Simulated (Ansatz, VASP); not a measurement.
# HfC in VASP and in Ansatz

```xyz
2
Lattice="-1.3967 2.4972 1.8473 1.3967 -2.4972 1.8473 1.3967 2.4972 -1.8473" Properties=species:S:1:pos:R:3 pbc="T T T"
Hf    0.0000    0.0000    3.6382
C     0.0000    2.4972    0.6630
```

Alike in both runs: task relaxation of cell and atoms; functional LDA; k mesh 12 × 12 × 12; occupations fermi-dirac, width 0.05 eV; no spin polarisation.

|  | VASP | Ansatz |
| --- | --- | --- |
| version | VASP 6.6.1 | Ansatz 0.2.0 |
| potentials or method | VASP PAW LDA potentials, release 64 (Hf_pv, C) | Ansatz PAW |
| plane-wave cutoff (eV) | 600 | 420 |
| valence electrons in the cell | 14 | 30 |

```csv
,VASP,Ansatz,Ansatz less VASP
"gap on the k mesh at the Fermi level, each at its own relaxed structure (eV)",none,none,-
relaxed volume (Å³/atom),11.98,11.95,-0.026
relaxed cell length with the largest relative difference (Å),3.236,3.234,-0.0023
```

LDA's correlation is that of Perdew and Zunger in VASP and of Perdew and Wang (1992) in Ansatz. A gap of «none» marks a metal or a gap that the smearing closes. VASP's potentials hold 14 valence electrons a cell and Ansatz's 30, so a difference there can come from the potentials and not from the codes.

Neither program's run includes spin-orbit coupling. Noted on Ansatz's run: the plane-wave basis is chosen anew once the cell has moved, so the energies of steps on either side of that aren't comparable.
